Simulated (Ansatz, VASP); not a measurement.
# NbP in VASP and in Ansatz

```
Nb P
1.0
    -1.66013    1.66013    5.64519
     1.66013   -1.66013    5.64519
     1.66013    1.66013   -5.64519
Nb P
2 2
Direct
  0.75019 0.75019 0.00000
  0.50019 0.00019 0.50000
  0.33244 0.33244 0.00000
  0.08244 0.58244 0.50000
```

Alike in both runs: functional PBEsol; k mesh 18 × 18 × 18; occupations gaussian, width 0.1 eV; no spin polarisation.

Ansatz relaxed the structure, and its values are those at the end. VASP's run is a single point on that final structure, the one shown.

|  | VASP | Ansatz |
| --- | --- | --- |
| version | VASP 6.6.1 | Ansatz 0.2.0 |
| potentials or method | VASP PAW PBE potentials, release 64 (Nb_sv, P), cutoff 520 eV | scalar-relativistic, plane waves, PAW |
| valence electrons in the cell | 36 | 36 |

```csv
,VASP,Ansatz,Ansatz less VASP
gap on the k mesh at the Fermi level (eV),none,none,-
pressure (GPa),-0.2,0.0,+0.23
```

VASP's potentials were made for PBE, not for PBEsol. A gap of «none» marks a metal or a gap that the smearing closes.
